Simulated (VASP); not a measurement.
Wanted: the native input for a VASP 6.6.1 run.

```yaml
Task: molecular dynamics
Functional: PBE
Dispersion: D3(BJ)
Potentials_or_basis: VASP PAW PBE potentials, release 64 (Si, S, Ge_d)
Cutoff: 350 eV
k_mesh: 1 × 1 × 1, shifted
Occupations: fermi-dirac, width 0.112 eV
Spin: no spin polarisation
Dipole_correction: no
Further_INCAR_settings: PREC = Normal; LREAL = Auto; ALGO = Normal; EDIFF = 1e-05; ISYM = -1; MAXMIX = 40; IBRION = 0; POTIM = 3.0; NSW = 40
```

The structure of Si3Ge4S14 lies in POSCAR:

```
Si3Ge4S14
1.0
    8.0188790000      0.2111490000     -0.3179740000
    0.2111490000      8.0318190000     -0.0335780000
   -0.3179740000     -0.0335780000      8.3953550000
Si S Ge
3 14 4
Direct
    0.8145219515      0.4462690303      0.7076074903
    0.0594705983      0.8264647893      0.8867131080
    0.2093754271      0.3808591777      0.1859131915
    0.5657617351      0.9148718553      0.3167419394
    0.7610725336      0.6045249922      0.8949543855
    0.1193135279      0.2666641508      0.9782455560
    0.7116619574      0.9295600560      0.0939985731
    0.2745925695      0.6244943448      0.1696787490
    0.5419766364      0.4080226263      0.5967629469
    0.5165354340      0.0448611492      0.8785216110
    0.6607082544      0.3592926215      0.1450468491
    0.2691189175      0.2116327742      0.3418589338
    0.8019841699      0.0993926569      0.7533368794
    0.3590854756      0.0674372147      0.6903917502
    0.2708087797      0.6774125143      0.7765782692
    0.8997699319      0.8770240115      0.6664272426
    0.8860503509      0.4579814913      0.4765351820
    0.6519074006      0.2010127501      0.4117318874
    0.3782874955      0.7633598205      0.5353835882
    0.9337390713      0.1051202825      0.1609570131
    0.4444761218      0.4128165428      0.9458687925
```

These files were run (other wordings do the same):

INCAR

```
ALGO = Normal ; EDIFF = 1E-5
ENCUT = 350 ; GGA = PE
GGA_COMPAT = False ; IBRION = 0
ISIF = 2 ; ISMEAR = -1
ISYM = -1 ; IVDW = 12
LANGEVIN_GAMMA = 30 30 30 ; LASPH = True
LCHARG = True ; LREAL = Auto
LWAVE = False ; MAXMIX = 40
MDALGO = 3 ; NELM = 120
NELMIN = 4 ; NSW = 40
POTIM = 3.0 ; PREC = Normal
RANDOM_SEED = 31534 0 0 ; SIGMA = 0.112
TEBEG = 1300.0 ; TEEND = 1300.0
```

KPOINTS

```
explicit points
1
Reciprocal
  0.25000000   0.25000000   0.25000000 1
```

Potentials or basis: VASP PAW PBE potentials, release 64 (Si, S, Ge_d).

Launch:

```console
$ cat potpaw_PBE.64/Si/POTCAR potpaw_PBE.64/S/POTCAR potpaw_PBE.64/Ge_d/POTCAR > POTCAR
$ mpirun -np 1 vasp_std > vasp.out
```

Results of the run:

```json
{
 "Dispersion energy per atom": "-0.250 eV"
}
```

It took 6.8 min on 1 thread of Intel(R) Xeon(R) 6975P-C (Granite Rapids), on a shared host, peak memory 0.33 GiB.
